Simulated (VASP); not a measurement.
# Ca3BiP (Pm-3m) in VASP: single point with LDA

Aim: the single point of Ca3BiP with LDA.

Everything below comes from runs of VASP 6.6.1. Logs are shortened: lines on timing, memory, paths and dates and some standing lists are left out, and cuts for length are marked.

## 1. The cell of the first run

It takes space group Pm-3m (No. 221, cubic). Conventional cell: a = 5.282 Å, b = 5.282 Å, c = 5.282 Å, α = 90.00°, β = 90.00°, γ = 90.00°. Within 3.5 Å of Ca (site symmetry 4/mmm) lie 2 P at 2.64 Å. Bi (site symmetry m-3m) has 12 Ca at 3.74 Å and 8 P at 4.57 Å within 4.9 Å. P (site symmetry m-3m) has 6 Ca at 2.64 Å within 3.5 Å.

## 2. Single point, LDA

File INCAR:

```
  PREC = Accurate
  ENCUT = 520
  EDIFF = 1E-6
  ISMEAR = -1
  SIGMA = 0.02
  LREAL = F
  LASPH = T
  NELM = 100
  ALGO = Normal
  ISIF = 2
  LWAVE = F
  LCHARG = F
  NBANDS = 33
```

File KPOINTS:

```
regular mesh
0
Gamma
  8 8 8
```

File POSCAR:

```
Ca3BiP
1.0
    5.2823262237      0.0000000000      0.0000000000
    0.0000000000      5.2823262237      0.0000000000
    0.0000000000      0.0000000000      5.2823262237
Ca Bi P
3 1 1
Direct
    0.0000000000      0.5000000000      0.5000000000
    0.5000000000      0.0000000000      0.5000000000
    0.5000000000      0.5000000000      0.0000000000
    0.0000000000      0.0000000000      0.0000000000
    0.5000000000      0.5000000000      0.5000000000
```

Potentials or basis: VASP PAW LDA potentials, release 64 (Ca_sv, Bi_d, P).

Launch:

```
$ cat potpaw_LDA.64/Ca_sv/POTCAR potpaw_LDA.64/Bi_d/POTCAR potpaw_LDA.64/P/POTCAR > POTCAR
$ mpirun -np 1 vasp_std > vasp.out
```

OUTCAR:

```text
PREC = Accurate
   ENCUT = 520
   EDIFF = 1E-6
   ISMEAR = -1
   LREAL = F
   LASPH = T
   NELM = 100
   ISIF = 2

 ion  position               nearest neighbor table
   1  0.000  0.500  0.500-   5 2.64   5 2.64
   2  0.500  0.000  0.500-   5 2.64   5 2.64
   3  0.500  0.500  0.000-   5 2.64   5 2.64
   4  0.000  0.000  0.000-
   5  0.500  0.500  0.500-   1 2.64   2 2.64   3 2.64   3 2.64   2 2.64   1 2.64

  LATTYP: Found a simple cubic cell.
 ALAT       =     5.2823262237

  Lattice vectors:

 A1 = (   5.2823262237,   0.0000000000,   0.0000000000)
 A2 = (   0.0000000000,   5.2823262237,   0.0000000000)
 A3 = (   0.0000000000,   0.0000000000,   5.2823262237)

Analysis of symmetry for initial positions (statically):
=====================================================================
 Subroutine PRICEL returns:
 Original cell was already a primitive cell.

 Routine SETGRP: Setting up the symmetry group for a
 simple cubic supercell.

 Subroutine GETGRP returns: Found 48 space group operations
 (whereof 48 operations were pure point group operations)
 out of a pool of 48 trial point group operations.

The static configuration has the point symmetry O_h .

Analysis of symmetry for dynamics (positions and initial velocities):
=====================================================================
 Subroutine PRICEL returns:
 Original cell was already a primitive cell.

 Routine SETGRP: Setting up the symmetry group for a
 simple cubic supercell.

 Subroutine GETGRP returns: Found 48 space group operations
 (whereof 48 operations were pure point group operations)
 out of a pool of 48 trial point group operations.

The dynamic configuration has the point symmetry O_h .

 Subroutine INISYM returns: Found 48 space group operations
 (whereof 48 operations are pure point group operations),
 and found     1 'primitive' translations

----------------------------------------------------------------------------------------

                                     Primitive cell

  volume of cell :     147.3926

  direct lattice vectors                    reciprocal lattice vectors
     5.282326224  0.000000000  0.000000000     0.189310534  0.000000000  0.000000000
     0.000000000  5.282326224  0.000000000     0.000000000  0.189310534  0.000000000
     0.000000000  0.000000000  5.282326224     0.000000000  0.000000000  0.189310534

  length of vectors
     5.282326224  5.282326224  5.282326224     0.189310534  0.189310534  0.189310534

  position of ions in fractional coordinates (direct lattice)
     0.000000000  0.500000000  0.500000000
     0.500000000  0.000000000  0.500000000
     0.500000000  0.500000000  0.000000000
     0.000000000  0.000000000  0.000000000
     0.500000000  0.500000000  0.500000000

  ion indices of the primitive-cell ions
   primitive index   ion index
                 1           1
                 2           2
                 3           3
                 4           4
                 5           5

----------------------------------------------------------------------------------------

 KPOINTS: regular mesh

Automatic generation of k-mesh.
 Grid dimensions read from file:
 generate k-points for:    8    8    8

 Generating k-lattice:

  Cartesian coordinates                     Fractional coordinates (reciprocal lattice)
     0.023663817  0.000000000  0.000000000     0.125000000  0.000000000  0.000000000
     0.000000000  0.023663817  0.000000000     0.000000000  0.125000000  0.000000000
     0.000000000  0.000000000  0.023663817     0.000000000  0.000000000  0.125000000

  Length of vectors
     0.023663817  0.023663817  0.023663817

  Shift w.r.t. Gamma in fractional coordinates (k-lattice)
     0.000000000  0.000000000  0.000000000

 Subroutine IBZKPT returns following result:
 ===========================================

 Found     35 irreducible k-points:

 Following reciprocal coordinates:
            Coordinates               Weight
  0.000000  0.000000  0.000000      1.000000
  0.125000  0.000000  0.000000      6.000000
  0.250000  0.000000  0.000000      6.000000
  0.375000  0.000000  0.000000      6.000000
  0.500000  0.000000  0.000000      3.000000
  0.125000  0.125000  0.000000     12.000000
[... 16 lines left out ...]
  0.375000  0.375000  0.125000     24.000000
  0.500000  0.375000  0.125000     24.000000
 [... further k-points ...]
   k-points           NKPTS =     35   k-points in BZ     NKDIM =     35   number of bands    NBANDS=     33
   number of dos      NEDOS =    301   number of ions     NIONS =      5
   total plane-waves  NPLWV =  64000
   dimension x,y,z NGX =    40 NGY =   40 NGZ =   40
   dimension x,y,z NGXF=    80 NGYF=   80 NGZF=   80
   ions per type =               3   1   1
   NGX,Y,Z   is equivalent  to a cutoff of  12.59, 12.59, 12.59 a.u.
   NGXF,Y,Z  is equivalent  to a cutoff of  25.18, 25.18, 25.18 a.u.
 SYSTEM =  unknown system
   PREC   = accura    normal or accurate (medium, high low for compatibility)
   ISTART =      0    job   : 0-new  1-cont  2-samecut
   ICHARG =      2    charge: 1-file 2-atom 10-const
   ISPIN  =      1    spin polarized calculation?
   LNONCOLLINEAR =      F non collinear calculations
   LSORBIT =      F    spin-orbit coupling
   LASPH  =      T    aspherical Exc in radial PAW
   ENCUT  =  520.0 eV  38.22 Ry    6.18 a.u.   9.82  9.82  9.82*2*pi/ulx,y,z
   NELM   =    100;   NELMIN=  2; NELMDL= -5     # of ELM steps
   EDIFF  = 0.1E-05   stopping-criterion for ELM
   LREAL  =      F    real-space projection
   EDIFFG = 0.1E-04   stopping-criterion for IOM
   NSW    =      0    number of steps for IOM
   IBRION =     -1    ionic relax: 0-MD 1-quasi-New 2-CG
   NFREE  =      0    steps in history (QN), initial steepest desc. (CG)
   ISIF   =      2    stress and relaxation
   ISYM   =      2    0-nonsym 1-usesym 2-fastsym
   POTIM  = 0.5000    time-step for ionic-motion
   TEBEG  =    0.0;   TEEND  =   0.0 temperature during run
   PSTRESS=    0.0 pullay stress
   NELECT =      50.0000    total number of electrons
   NUPDOWN=      -1.0000    fix difference up-down
   EMIN   =  10.00;   EMAX   =-10.00  energy-range for DOS
   EFERMI =   0.00;   METHOD = LEGACY
   ISMEAR =    -1;   SIGMA  =   0.02  broadening in eV -4-tet -1-fermi 0-gaus
   EFERMI_NEDOS =   21; number of points for ismear=-14 and -15
   IALGO  =     38    algorithm
   IMIX   =      4    mixing-type and parameters
     AMIX     =   0.40;   BMIX     =  1.00
     AMIX_MAG =   1.60;   BMIX_MAG =  1.00
  volume/ion in A,a.u.               =      29.48       198.93
  Fermi-wavevector in a.u.,A,eV,Ry     =   1.141755  2.157604 17.736618  1.303605
  Thomas-Fermi vector in A             =   2.278455
   LORBIT       =      0    0 simple, 1 ext, 2 COOP (PROOUT), +10 PAW based schemes
   GGA     = CA    functional components
   LHFCALC =     F    Hartree Fock is set to
   AEXX    =    0.0000 exact exchange contribution
   IVDW    =     0    specifies the selected vdW correction
   LEPSILON=     F    determine dielectric tensor
   LRPA    =     F    only Hartree local field effects (RPA)
 non-spin polarized calculation
  energy-cutoff  :      520.00
  volume of cell :      147.39
 maximum number of plane-waves:      3987
 NGX is ok and might be reduce to    40
   NGX = 19   NGY = 19   NGZ = 19

 number of electron      49.9999995 magnetization

 Free energy of the ion-electron system (eV)
  ---------------------------------------------------
  ext. energy  EPLUGINS =         0.00000000
  ---------------------------------------------------
  free energy    TOTEN  =       -22.34738885 eV

  energy without entropy =      -22.34736942  energy(sigma->0) =      -22.34737914

 E-fermi :   4.0290     XC(G=0):  -9.2265

 val. band max:        3.9321682247   @ k =   0.0000   0.0000   0.0000
 cond. band min:       4.1035536944   @ k =   0.0000   0.0000   0.0000
 fundamental gap:      0.1713854697
 Fermi energy:         4.0290060310

 k-point     1 :       0.0000    0.0000    0.0000
  band No.  band energies     occupation
      1     -36.7082      2.00000
      2     -36.6768      2.00000
      3     -36.6768      2.00000
      4     -18.1412      2.00000
      5     -18.1412      2.00000
      6     -18.1412      2.00000
[... 25 lines left out ...]
     32       7.3584      0.00000
     33       7.3584      0.00000

 k-point     2 :       0.1250    0.0000    0.0000
  band No.  band energies     occupation
      1     -36.7071      2.00000
      2     -36.6778      2.00000
      3     -36.6767      2.00000
      4     -18.1384      2.00000
      5     -18.1384      2.00000
      6     -18.1361      2.00000
[... 25 lines left out ...]
     32       7.3518      0.00000
     33       7.4820      0.00000

 k-point     3 :       0.2500    0.0000    0.0000
  band No.  band energies     occupation
      1     -36.7042      2.00000
      2     -36.6807      2.00000
      3     -36.6767      2.00000
      4     -18.1314      2.00000
      5     -18.1314      2.00000
      6     -18.1208      2.00000
[... 25 lines left out ...]
     32       7.0608      0.00000
     33       7.4319      0.00000

 k-point     4 :       0.3750    0.0000    0.0000
  band No.  band energies     occupation
      1     -36.7001      2.00000
      2     -36.6846      2.00000
      3     -36.6767      2.00000
      4     -18.1243      2.00000
      5     -18.1243      2.00000
      6     -18.0972      2.00000
[... 673 lines left out ...]
     32       7.0846      0.00000
     33       7.3572      0.00000

 k-point    23 :       0.3750    0.3750    0.1250
  band No.  band energies     occupation
      1     -36.6931      2.00000
      2     -36.6854      2.00000
      3     -36.6825      2.00000
      4     -18.1671      2.00000
      5     -18.1254      2.00000
      6     -18.0932      2.00000
[... 25 lines left out ...]
     32       7.2177      0.00000
     33       7.2705      0.00000

 k-point    24 :       0.5000    0.3750    0.1250
  band No.  band energies     occupation
      1     -36.6908      2.00000
      2     -36.6869      2.00000
      3     -36.6833      2.00000
      4     -18.1694      2.00000
      5     -18.1330      2.00000
      6     -18.0953      2.00000
[... 25 lines left out ...]
     32       7.1604      0.00000
     33       7.3292      0.00000

 [... further k-points ...]

------------------------ aborting loop because EDIFF is reached ----------------------------------------

  FORCE on cell =-STRESS in cart. coord.  units (eV):
  Direction    XX          YY          ZZ          XY          YZ          ZX
  --------------------------------------------------------------------------------------
  -------------------------------------------------------------------------------------
  Total        0.1518870      0.1518870      0.1518870     -0.0000000     -0.0000000     -0.0000000
  in kB        1.6510316      1.6510316      1.6510316     -0.0000000     -0.0000000     -0.0000000
  external PRESSURE =       1.6510316 kB  Pullay stress =       0.0000000 kB

 VOLUME and BASIS-vectors are now :
 -----------------------------------------------------------------------------
  energy-cutoff  :      520.00
  volume of cell :      147.39
      direct lattice vectors                 reciprocal lattice vectors
     5.282326224  0.000000000  0.000000000     0.189310534  0.000000000  0.000000000
     0.000000000  5.282326224  0.000000000     0.000000000  0.189310534  0.000000000
     0.000000000  0.000000000  5.282326224     0.000000000  0.000000000  0.189310534

 POSITION                                       TOTAL-FORCE (eV/Angst)
 -----------------------------------------------------------------------------------
      0.00000      2.64116      2.64116         0.000000      0.000000      0.000000
      2.64116      0.00000      2.64116         0.000000      0.000000      0.000000
      2.64116      2.64116      0.00000         0.000000      0.000000      0.000000
      0.00000      0.00000      0.00000         0.000000      0.000000      0.000000
      2.64116      2.64116      2.64116         0.000000      0.000000      0.000000
 -----------------------------------------------------------------------------------
    total drift:                                0.000000     -0.000000     -0.000000

  FREE ENERGIE OF THE ION-ELECTRON SYSTEM (eV)
  ---------------------------------------------------
  free  energy   TOTEN  =       -22.3473888483 eV

  energy  without entropy=      -22.3473694218  energy(sigma->0) =      -22.34737914
```

It took 82 s on 1 thread of AMD EPYC 9R45 (Zen 5), shared host; peak memory 0.27 GiB.

Results:

* Free energy: -22.3474 eV
* Pressure: 0.2 GPa
* Band gap on the k mesh: 0.17 eV

Levels at points of the mesh, in eV from the valence-band top:
```
           k point  band 21  band 22  band 23  band 24  band 25  band 26  band 27  band 28  band 29  band 30
(0.00, 0.00, 0.00)    -1.94    -1.94     0.00     0.00     0.00     0.17     0.41     0.41     0.75     0.75
(0.50, 0.00, 0.00)    -2.68    -1.82    -1.82    -1.16    -1.16     1.03     1.33     1.36     2.43     2.58
(0.50, 0.50, 0.00)    -3.66    -2.03    -1.49    -1.49    -1.12     1.57     1.57     1.71     1.84     2.49
(0.50, 0.50, 0.50)    -3.42    -3.42    -1.88    -1.88    -1.88     1.81     1.81     1.81     2.42     2.69
```

Caveat: spin-orbit coupling is left out, which moves the levels of the heavy elements. A k mesh can miss the band edges.
